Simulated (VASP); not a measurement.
# H7C6 in VASP: notebook

Runs on H7C6. Level: PBE. Tasks: single point.

All numbers are computed with VASP 6.6.1; they aren't measurements. Logs are shortened: lines on timing, memory, paths and dates and some standing lists are left out, and cuts for length are marked.

## 1. The cell of the first run

The cell holds a wire or tube with vacuum around it, 26 atoms: a = 14.700 Å, b = 15.000 Å, c = 3.571 Å, α = 90.00°, β = 90.00°, γ = 90.00°.

## 2. Single point, PBE

INCAR

```
PREC     = Accurate       # precision mode
ENCUT    = 520            # plane-wave cutoff, eV
EDIFF    = 1E-7           # SCF threshold, eV
ISMEAR   = 0              # smearing method
SIGMA    = 0.05           # smearing width, eV
LREAL    = Auto         
LASPH    = T              # aspherical terms in the spheres
NELM     = 60             # most SCF steps
ALGO     = Normal         # electronic algorithm
ISIF     = 2              # what is computed and relaxed
LWAVE    = F              # write WAVECAR
LCHARG   = T              # write CHGCAR
GGA      = PE             # functional
LELF     = T              # ELF
LVHAR    = T            
NBANDS   = 50             # bands
```

KPOINTS

```
regular mesh
0
Gamma
  1 1 9
```

POSCAR

```
H7C6
1.0
   14.7000000000      0.0000000000      0.0000000000
    0.0000000000     15.0000000000      0.0000000000
    0.0000000000      0.0000000000      3.5714737265
C H
12 14
Direct
    0.5303696745      0.5297622811      0.5000000000
    0.3481516273      0.4702377189      0.2500000000
    0.5911090236      0.4702377189      0.2500000000
    0.5303696745      0.4107131568      0.0000000000
    0.5303696745      0.6488114053      0.0000000000
    0.5911090236      0.5892868432      0.7500000000
    0.4088909764      0.5297622811      0.0000000000
    0.6518483727      0.5297622811      0.0000000000
    0.4696303255      0.4702377189      0.7500000000
    0.4088909764      0.4107131568      0.5000000000
    0.4696303255      0.3511885947      0.2500000000
    0.4696303255      0.5892868432      0.2500000000
    0.3053413012      0.5121918385      0.4262050743
    0.3053413012      0.4282835994      0.0737949257
    0.6339193497      0.4282835994      0.4262050743
    0.5731800006      0.3687590373      0.8237949257
    0.5731800006      0.6907655248      0.1762050743
    0.4875593485      0.6907655248      0.8237949257
    0.6339193497      0.6312409627      0.5737949257
    0.3660806503      0.5717164006      0.8237949257
    0.6946586988      0.4878081615      0.8237949257
    0.6946586988      0.5717164006      0.1762050743
    0.3660806503      0.3687590373      0.6762050743
    0.5124406515      0.3092344752      0.4262050743
    0.4268199994      0.3092344752      0.0737949257
    0.4268199994      0.6312409627      0.4262050743
```

Potentials or basis: VASP PAW PBE potentials, release 64 (C, H).

Launch:

```sh
> cat potpaw_PBE.64/C/POTCAR potpaw_PBE.64/H/POTCAR > POTCAR
> mpirun -np 1 vasp_std > vasp.out
```

OUTCAR:

```text
PREC = Accurate
   ENCUT = 520
   EDIFF = 1E-7
   ISMEAR = 0
   LREAL = Auto
   LASPH = T
   NELM = 60
   ISIF = 2
   GGA = PE

 ion  position               nearest neighbor table
   1  0.530  0.530  0.500-  12 1.55   6 1.55   9 1.55   3 1.55
   2  0.348  0.470  0.250-  14 1.09  13 1.09  10 1.55   7 1.55
   3  0.591  0.470  0.250-  15 1.09   4 1.55   1 1.55   8 1.55
   4  0.530  0.411  0.000-  16 1.09  11 1.55   9 1.55   3 1.55
   5  0.530  0.649  0.000-  18 1.09  17 1.09  12 1.55   6 1.55
   6  0.591  0.589  0.750-  19 1.09   5 1.55   1 1.55   8 1.55
   7  0.409  0.530  0.000-  20 1.09  12 1.55   9 1.55   2 1.55
   8  0.652  0.530  0.000-  22 1.09  21 1.09   6 1.55   3 1.55
   9  0.470  0.470  0.750-   4 1.55  10 1.55   1 1.55   7 1.55
  10  0.409  0.411  0.500-  23 1.09  11 1.55   9 1.55   2 1.55
  11  0.470  0.351  0.250-  24 1.09  25 1.09   4 1.55  10 1.55
  12  0.470  0.589  0.250-  26 1.09   5 1.55   1 1.55   7 1.55
  13  0.305  0.512  0.426-   2 1.09
  14  0.305  0.428  0.074-   2 1.09
  15  0.634  0.428  0.426-   3 1.09
  16  0.573  0.369  0.824-   4 1.09
  17  0.573  0.691  0.176-   5 1.09
  18  0.488  0.691  0.824-   5 1.09
  19  0.634  0.631  0.574-   6 1.09
  20  0.366  0.572  0.824-   7 1.09
  21  0.695  0.488  0.824-   8 1.09
  22  0.695  0.572  0.176-   8 1.09
  23  0.366  0.369  0.676-  10 1.09
  24  0.512  0.309  0.426-  11 1.09
  25  0.427  0.309  0.074-  11 1.09
  26  0.427  0.631  0.426-  12 1.09

  LATTYP: Found a simple orthorhombic cell.
 ALAT       =     3.5714737265
 B/A-ratio  =     4.1159479603
 C/A-ratio  =     4.1999468983

  Lattice vectors:

 A1 = (   0.0000000000,   0.0000000000,   3.5714737265)
 A2 = (  14.7000000000,   0.0000000000,   0.0000000000)
 A3 = (   0.0000000000,  15.0000000000,   0.0000000000)

Analysis of symmetry for initial positions (statically):
=====================================================================
 Subroutine PRICEL returns:
 Original cell was already a primitive cell.

 Routine SETGRP: Setting up the symmetry group for a
 simple orthorhombic supercell.

 Subroutine GETGRP returns: Found  2 space group operations
 (whereof  1 operations were pure point group operations)
 out of a pool of  8 trial point group operations.

The static configuration has the point symmetry C_1 .
 The point group associated with its full space group is S_2 .

Analysis of symmetry for dynamics (positions and initial velocities):
=====================================================================
 Subroutine PRICEL returns:
 Original cell was already a primitive cell.

 Routine SETGRP: Setting up the symmetry group for a
 simple orthorhombic supercell.

 Subroutine GETGRP returns: Found  2 space group operations
 (whereof  1 operations were pure point group operations)
 out of a pool of  8 trial point group operations.

The dynamic configuration has the point symmetry C_1 .
 The point group associated with its full space group is S_2 .

 Subroutine INISYM returns: Found  2 space group operations
 (whereof  1 operations are pure point group operations),
 and found     1 'primitive' translations

----------------------------------------------------------------------------------------

                                     Primitive cell

  volume of cell :     787.5100

  direct lattice vectors                    reciprocal lattice vectors
    14.700000000  0.000000000  0.000000000     0.068027211  0.000000000  0.000000000
     0.000000000 15.000000000  0.000000000     0.000000000  0.066666667  0.000000000
     0.000000000  0.000000000  3.571473726     0.000000000  0.000000000  0.279996460

  length of vectors
    14.700000000 15.000000000  3.571473726     0.068027211  0.066666667  0.279996460

  position of ions in fractional coordinates (direct lattice)
     0.530369675  0.529762281  0.500000000
     0.348151627  0.470237719  0.250000000
     0.591109024  0.470237719  0.250000000
     0.530369675  0.410713157  0.000000000
     0.530369675  0.648811405  0.000000000
     0.591109024  0.589286843  0.750000000
[... 18 lines left out ...]
     0.426819999  0.309234475  0.073794926
     0.426819999  0.631240963  0.426205074

  ion indices of the primitive-cell ions
   primitive index   ion index
                 1           1
                 2           2
                 3           3
                 4           4
                 5           5
                 6           6
[... 18 lines left out ...]
                25          25
                26          26

----------------------------------------------------------------------------------------

 KPOINTS: regular mesh

Automatic generation of k-mesh.
 Grid dimensions read from file:
 generate k-points for:    1    1    9

 Generating k-lattice:

  Cartesian coordinates                     Fractional coordinates (reciprocal lattice)
     0.068027211  0.000000000  0.000000000     1.000000000  0.000000000  0.000000000
     0.000000000  0.066666667  0.000000000     0.000000000  1.000000000  0.000000000
     0.000000000  0.000000000  0.031110718     0.000000000  0.000000000  0.111111111

  Length of vectors
     0.068027211  0.066666667  0.031110718

  Shift w.r.t. Gamma in fractional coordinates (k-lattice)
     0.000000000  0.000000000  0.000000000

 Subroutine IBZKPT returns following result:
 ===========================================

 Found      5 irreducible k-points:

 Following reciprocal coordinates:
            Coordinates               Weight
  0.000000  0.000000  0.000000      1.000000
  0.000000  0.000000  0.111111      2.000000
  0.000000  0.000000  0.222222      2.000000
  0.000000  0.000000  0.333333      2.000000
  0.000000  0.000000  0.444444      2.000000
   k-points           NKPTS =      5   k-points in BZ     NKDIM =      5   number of bands    NBANDS=     50
   number of dos      NEDOS =    301   number of ions     NIONS =     26
   total plane-waves  NPLWV = 351232
   dimension x,y,z NGX =   112 NGY =  112 NGZ =   28
   dimension x,y,z NGXF=   224 NGYF=  224 NGZF=   56
   ions per type =              12  14
   NGX,Y,Z   is equivalent  to a cutoff of  12.67, 12.41, 13.03 a.u.
   NGXF,Y,Z  is equivalent  to a cutoff of  25.33, 24.83, 26.07 a.u.
 SYSTEM =  unknown system
   PREC   = accura    normal or accurate (medium, high low for compatibility)
   ISTART =      0    job   : 0-new  1-cont  2-samecut
   ICHARG =      2    charge: 1-file 2-atom 10-const
   ISPIN  =      1    spin polarized calculation?
   LNONCOLLINEAR =      F non collinear calculations
   LSORBIT =      F    spin-orbit coupling
   LASPH  =      T    aspherical Exc in radial PAW
   ENCUT  =  520.0 eV  38.22 Ry    6.18 a.u.  27.33 27.89  6.64*2*pi/ulx,y,z
   NELM   =     60;   NELMIN=  2; NELMDL= -5     # of ELM steps
   EDIFF  = 0.1E-06   stopping-criterion for ELM
   LREAL  =      T    real-space projection
   EDIFFG = 0.1E-05   stopping-criterion for IOM
   NSW    =      0    number of steps for IOM
   IBRION =     -1    ionic relax: 0-MD 1-quasi-New 2-CG
   NFREE  =      0    steps in history (QN), initial steepest desc. (CG)
   ISIF   =      2    stress and relaxation
   ISYM   =      2    0-nonsym 1-usesym 2-fastsym
   POTIM  = 0.5000    time-step for ionic-motion
   TEBEG  =    0.0;   TEEND  =   0.0 temperature during run
   PSTRESS=    0.0 pullay stress
   NELECT =      62.0000    total number of electrons
   NUPDOWN=      -1.0000    fix difference up-down
   EMIN   =  10.00;   EMAX   =-10.00  energy-range for DOS
   EFERMI =   0.00;   METHOD = LEGACY
   ISMEAR =     0;   SIGMA  =   0.05  broadening in eV -4-tet -1-fermi 0-gaus
   EFERMI_NEDOS =   21; number of points for ismear=-14 and -15
   IALGO  =     38    algorithm
   IMIX   =      4    mixing-type and parameters
     AMIX     =   0.40;   BMIX     =  1.00
     AMIX_MAG =   1.60;   BMIX_MAG =  1.00
  volume/ion in A,a.u.               =      30.29       204.40
  Fermi-wavevector in a.u.,A,eV,Ry     =   0.701649  1.325925  6.698306  0.492312
  Thomas-Fermi vector in A             =   1.786134
   LORBIT       =      0    0 simple, 1 ext, 2 COOP (PROOUT), +10 PAW based schemes
   GGA     = PE    functional components
   LHFCALC =     F    Hartree Fock is set to
   AEXX    =    0.0000 exact exchange contribution
   IVDW    =     0    specifies the selected vdW correction
   LEPSILON=     F    determine dielectric tensor
   LRPA    =     F    only Hartree local field effects (RPA)
 non-spin polarized calculation
 Gauss-broadening in eV      SIGMA  =   0.05
  energy-cutoff  :      520.00
  volume of cell :      787.51
 maximum number of plane-waves:     21243
 NGX is ok and might be reduce to   112
   NGX = 55   NGY = 55   NGZ = 13

 number of electron      62.0000003 magnetization

 Free energy of the ion-electron system (eV)
  ---------------------------------------------------
  ext. energy  EPLUGINS =         0.00000000
  ---------------------------------------------------
  free energy    TOTEN  =      -159.98612944 eV

  energy without entropy =     -159.98612944  energy(sigma->0) =     -159.98612944

 E-fermi :  -3.4803     XC(G=0):  -2.5302

 val. band max:       -3.7427162819   @ k =   0.0000   0.0000   0.0000
 cond. band min:       0.3804586981   @ k =   0.0000   0.0000   0.0000
 fundamental gap:      4.1231749801
 Fermi energy:        -3.4803008003

 k-point     1 :       0.0000    0.0000    0.0000
  band No.  band energies     occupation
      1     -21.2149      2.00000
      2     -19.1777      2.00000
      3     -18.2688      2.00000
      4     -16.3529      2.00000
      5     -16.3226      2.00000
      6     -14.7862      2.00000
[... 35 lines left out ...]
     42       2.8023      0.00000
     43       3.0414      0.00000

 k-point     2 :       0.0000    0.0000    0.1111
  band No.  band energies     occupation
      1     -21.1068      2.00000
      2     -19.0803      2.00000
      3     -18.1863      2.00000
      4     -16.3239      2.00000
      5     -16.2540      2.00000
      6     -15.3233      2.00000
[... 35 lines left out ...]
     42       2.9228      0.00000
     43       3.1909      0.00000

 k-point     3 :       0.0000    0.0000    0.2222
  band No.  band energies     occupation
      1     -20.7846      2.00000
      2     -18.7942      2.00000
      3     -17.9534      2.00000
      4     -16.3663      2.00000
      5     -16.3029      2.00000
      6     -16.0637      2.00000
[... 35 lines left out ...]
     42       3.3137      0.00000
     43       3.5952      0.00000

 k-point     4 :       0.0000    0.0000    0.3333
  band No.  band energies     occupation
      1     -20.2555      2.00000
      2     -18.3510      2.00000
      3     -17.6271      2.00000
      4     -17.4769      2.00000
      5     -16.4980      2.00000
      6     -15.8073      2.00000
[... 35 lines left out ...]
     42       3.9114      0.00000
     43       4.1351      0.00000

 k-point     5 :       0.0000    0.0000    0.4444
  band No.  band energies     occupation
      1     -19.5460      2.00000
      2     -18.5833      2.00000
      3     -17.6948      2.00000
      4     -17.3530      2.00000
      5     -17.0059      2.00000
      6     -15.6045      2.00000
[... 35 lines left out ...]
     42       4.1853      0.00000
     43       4.2649      0.00000
 [bands above 43 left out]

------------------------ aborting loop because EDIFF is reached ----------------------------------------

  FORCE on cell =-STRESS in cart. coord.  units (eV):
  Direction    XX          YY          ZZ          XY          YZ          ZX
  --------------------------------------------------------------------------------------
  -------------------------------------------------------------------------------------
  Total        1.4523718      1.4412411      7.5338812      0.6330439      0.7450200      0.7421639
  in kB        2.9548290      2.9321836     15.3275697      1.2879184      1.5157321      1.5099215
  external PRESSURE =       7.0715274 kB  Pullay stress =       0.0000000 kB

 VOLUME and BASIS-vectors are now :
 -----------------------------------------------------------------------------
  energy-cutoff  :      520.00
  volume of cell :      787.51
      direct lattice vectors                 reciprocal lattice vectors
    14.700000000  0.000000000  0.000000000     0.068027211  0.000000000  0.000000000
     0.000000000 15.000000000  0.000000000     0.000000000  0.066666667  0.000000000
     0.000000000  0.000000000  3.571473726     0.000000000  0.000000000  0.279996460

 POSITION                                       TOTAL-FORCE (eV/Angst)
 -----------------------------------------------------------------------------------
      7.79643      7.94643      1.78574         0.163805      0.166334      0.048520
      5.11783      7.05357      0.89287         0.659686     -0.036989     -0.018500
      8.68930      7.05357      0.89287        -0.205187      0.474805     -1.003036
      7.79643      6.16070      0.00000        -0.475200      0.203004      1.004730
      7.79643      9.73217      0.00000         0.015731     -0.659757      0.017194
      8.68930      8.83930      2.67861        -0.295438     -0.295596      0.865925
[... 18 lines left out ...]
      6.27425      4.63852      0.26356        -0.062340     -0.400136      0.017342
      6.27425      9.46861      1.52218        -0.174713      0.160974     -0.065578
 -----------------------------------------------------------------------------------
    total drift:                               -0.000000     -0.000000     -0.000000

  FREE ENERGIE OF THE ION-ELECTRON SYSTEM (eV)
  ---------------------------------------------------
  free  energy   TOTEN  =      -159.9861294434 eV

  energy  without entropy=     -159.9861294434  energy(sigma->0) =     -159.98612944
```

It took 6.1 min on 1 thread of AMD EPYC 9R45 (Zen 5), shared host; peak memory 0.69 GiB.

Results:

```yaml
Free_energy: -159.9861 eV
Largest_force: 1.130 eV/Å
Band_gap_on_the_k_mesh: 4.12 eV
```

Forces on the atoms (eV/Å):
```
C    0.164  0.166  0.049
C    0.660 -0.037 -0.018
C   -0.205  0.475 -1.003
C   -0.475  0.203  1.005
C    0.016 -0.660  0.017
C   -0.295 -0.296  0.866
C    0.205 -0.475  1.003
C   -0.660  0.037  0.018
C   -0.164 -0.166 -0.049
C    0.295  0.296 -0.866
C   -0.016  0.660 -0.017
C    0.475 -0.203 -1.005
H   -0.393  0.059 -0.012
H   -0.400 -0.062  0.017
H    0.161 -0.175 -0.065
H    0.175 -0.161  0.066
H    0.062  0.400 -0.017
H   -0.060  0.393  0.012
H    0.156  0.156  0.068
H   -0.161  0.175  0.065
H    0.393 -0.059  0.012
H    0.400  0.062 -0.017
H   -0.156 -0.156 -0.068
H    0.060 -0.393 -0.012
H   -0.062 -0.400  0.017
H   -0.175  0.161 -0.066
```

## 3. Single point, PBE

This run uses another cell than the first one.

INCAR

```
PREC = Accurate
ENCUT = 520
EDIFF = 1E-6
ISMEAR = 0
SIGMA = 0.05
LREAL = Auto
LASPH = T
NELM = 80
ALGO = Normal
ISIF = 2
LWAVE = F
LCHARG = F
GGA = PE
NBANDS = 50
```

KPOINTS

```
Automatic mesh
0
Gamma
  1 1 9
```

POSCAR

```
H7C6
1.0
   14.7000000000      0.0000000000      0.0000000000
    0.0000000000     15.0000000000      0.0000000000
    0.0000000000      0.0000000000      3.7225775238
C H
12 14
Direct
    0.5309085780      0.5302912171      0.5013984469
    0.3500115419      0.4701377643      0.2514443554
    0.5899653395      0.4719835793      0.2426360391
    0.5285887680      0.4118328747      0.0073639548
    0.5304698015      0.6469913074     -0.0014445580
    0.5904057585      0.5885997254      0.7556613669
    0.4100346605      0.5280164207      0.0073639609
    0.6499884581      0.5298622357     -0.0014443554
    0.4690914220      0.4697087829      0.7486015531
    0.4095942415      0.4114002746      0.4943386331
    0.4695301985      0.3530086926      0.2514445580
    0.4714112320      0.5881671253      0.2426360452
    0.3052773945      0.5133673483      0.4120626626
    0.3042903137      0.4277266709      0.0915726741
    0.6343745841      0.4276510544      0.3995094968
    0.5738282217      0.3683138435      0.8504911207
    0.5737476001      0.6917978327      0.1584235002
    0.4863558992      0.6908294707      0.8379402592
    0.6349316041      0.6322337426      0.5968096843
    0.3656254159      0.5723489456      0.8504905032
    0.6947226055      0.4866326517      0.8379373374
    0.6957096863      0.5722733291      0.1584273259
    0.3650683959      0.3677662574      0.6531903157
    0.5136441008      0.3091705293      0.4120597408
    0.4262523999      0.3082021673      0.0915764998
    0.4261717783      0.6316861565      0.3995088793
```

Potentials or basis: VASP PAW PBE potentials, release 64 (C, H).

Launch:

```sh
> cat potpaw_PBE.64/C/POTCAR potpaw_PBE.64/H/POTCAR > POTCAR
> mpirun -np 1 vasp_std > vasp.out
```

It took 5.1 min on 1 thread of AMD EPYC 9R45 (Zen 5), shared host; peak memory 0.68 GiB.

Results (log left out):

* Free energy: -160.3452 eV
* Largest force: 0.026 eV/Å
* Band gap on the k mesh: 4.14 eV

Forces in eV/Å, atoms in the order of the input:
```
C   -0.005 -0.002 -0.001
C    0.001 -0.006  0.002
C    0.003  0.001  0.008
C    0.001  0.005 -0.001
C   -0.005  0.005 -0.001
C    0.000 -0.002 -0.010
C   -0.003 -0.001 -0.008
C   -0.001  0.006 -0.002
C    0.005  0.002  0.001
C    0.000  0.002  0.010
C    0.005 -0.005  0.001
C   -0.001 -0.005  0.001
H   -0.016  0.016  0.014
H   -0.016 -0.016 -0.013
H    0.015 -0.015  0.013
H    0.015 -0.015 -0.013
H    0.016  0.016  0.013
H   -0.016  0.016 -0.014
H    0.015  0.015 -0.013
H   -0.015  0.015 -0.013
H    0.016 -0.016 -0.014
H    0.016  0.016  0.013
H   -0.015 -0.015  0.013
H    0.016 -0.016  0.014
H   -0.016 -0.016 -0.013
H   -0.015  0.015  0.013
```

Levels at points of the mesh, in eV from the valence-band top:
| k point | band 27 | band 28 | band 29 | band 30 | band 31 | band 32 | band 33 | band 34 | band 35 | band 36 |
| --- | --- | --- | --- | --- | --- | --- | --- | --- | --- | --- |
| (0.00, 0.00, 0.00) | -2.20 | -1.46 | -1.10 | -0.01 | 0.00 | 4.14 | 4.55 | 4.72 | 4.97 | 5.02 |
